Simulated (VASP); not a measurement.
C, 2 atoms in the cell. The structure is cubic, space group Fd-3m (No. 227). Conventional cell: a = 3.559 Å, b = 3.559 Å, c = 3.559 Å, α = 90.00°, β = 90.00°, γ = 90.00°. Within 2.1 Å of C (site symmetry -43m) lie 4 C at 1.54 Å. 

- Program: VASP 6.6.1
- Task: vibrations by perturbation theory
- Functional: PBEsol
- Potentials or basis: VASP PAW PBE potentials, release 64 (C)
- Cutoff: 520 eV
- k mesh: 12 × 12 × 12
- Occupations: gaussian, width 0.01 eV
- Spin: no spin polarisation
- Dipole correction: no
- Further INCAR settings: ALGO = Normal; EDIFF = 1e-08; IBRION = 8; NSW = 1

Potentials or basis: VASP PAW PBE potentials, release 64 (C).

The run is started by

```console
$ cat potpaw_PBE.64/C/POTCAR > POTCAR
$ mpirun -np 1 vasp_std > vasp.out
```

Hardware: 1 thread of Intel Xeon 6975P-C (shared host).

Q: How long does it take, and how much memory?

A: Wall time 37 s on 1 thread of Intel Xeon 6975P-C (shared host), peak memory 0.16 GiB. Counts: scf iterations 25, k points 72.
